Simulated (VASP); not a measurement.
Si2B2C:

```xyz
5
Lattice="4.4088 0.0000 0.0000 0.0000 4.4088 0.0000 0.0000 0.0000 2.8172" Properties=species:S:1:pos:R:3 pbc="T T T"
Si    0.0000    2.2044    1.4086
Si    2.2044    0.0000    1.4086
B     0.0000    0.0000    1.4086
B     2.2044    2.2044    0.0000
C     0.0000    0.0000    0.0000
```

The cell was built from a structure type or drawn by symmetry, and may not be a known phase.

```yaml
Program: VASP 6.6.1
Task: relaxation of cell and atoms
Functional: PBE
Potentials_or_basis: VASP PAW PBE potentials, release 64 (Si, B, C)
Cutoff: 600 eV
k_mesh: 8 × 8 × 14
Occupations: gaussian, width 0.1 eV
Spin: no spin polarisation
```

At the start: pressure 0.6 GPa; volume 10.95 Å³/atom.

Where does the relaxation end?

Over 4 steps the energy falls by 5.2 meV/atom and the volume is 11.19 Å³/atom (+2.2 %); space group P4/mmm (No. 123, to 0.1 Å) before and after.

The path:
| step | energy change (eV) | largest force (eV/Å) | pressure (GPa) | volume (Å³) |
| --- | --- | --- | --- | --- |
| 1 | 0.0000 | 0.0000 | 0.65 | 54.76 |
| 2 | -0.0163 | 0.0000 | 2.35 | 55.10 |
| 3 | -0.0207 | 0.0000 | 1.77 | 55.00 |
| 4 | -0.0258 | 0.0000 | -0.01 | 55.97 |

Final structure:
```yaml
crystal:
  lattice:
    - [4.47536, 0.00000, 0.00000]
    - [0.00000, 4.47536, 0.00000]
    - [0.00000, 0.00000, 2.79469]
  atoms:
    - { symbol: Si, position: [0.00000, 0.50000, 0.50000] }
    - { symbol: Si, position: [0.50000, 0.00000, 0.50000] }
    - { symbol: B, position: [0.00000, 0.00000, 0.50000] }
    - { symbol: B, position: [0.50000, 0.50000, 0.00000] }
    - { symbol: C, position: [0.00000, 0.00000, 0.00000] }
```
